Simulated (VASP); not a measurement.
Runs of VASP 6.6.1 on BN. The structure is that of space group F-43m (No. 216), or close to it. The cells are those of the table. 

| level | cell | k mesh | smearing | grid for exact exchange (PRECFOCK) | share of exact exchange | screening parameter | gap on the mesh (eV) | pressure (GPa) |
| --- | --- | --- | --- | --- | --- | --- | --- | --- |
| PBE | a = 2.481 Å, angles 60.0°, 2 atoms | 12 × 12 × 12 | fermi-dirac 0.02 eV | - | - | - | 4.55 | (b) |
| HSE06 | a = 2.481 Å, angles 60.0°, 2 atoms | 8 × 8 × 8 | gaussian 0.01 eV | Normal | 0.25 | 0.2079 1/Å | 5.89 | 34.6 |
| r2SCAN | a = 2.481 Å, angles 60.0°, 2 atoms | 12 × 12 × 12 | gaussian 0.01 eV | - | - | - | (a) | 40.1 |
| PBE | a = 2.552, b = 2.627, c = 2.627 Å, angles 58.1, 60.9, 60.9°, 2 atoms | 12 × 12 × 12 | fermi-dirac 0.02 eV | - | - | - | 3.92 | -14.7 |
| r2SCAN | a = 2.552, b = 2.627, c = 2.627 Å, angles 58.1, 60.9, 60.9°, 2 atoms | 12 × 12 × 12 | gaussian 0.01 eV | - | - | - | 4.42 | -18.8 |

Alike in all rows: task single point; potentials or basis VASP PAW PBE potentials, release 64 (B, N); no spin polarisation; cutoff (eV) 520.

Estimate the missing entries.

(a) 5.08; (b) 43.6.

Caveats: the cell stands under pressure (at least some runs); the PAW data sets were made with another functional, which shifts forces and pressure a little (at least some runs); the cell stands under tension (at least some runs).

A k mesh can miss the band edges.
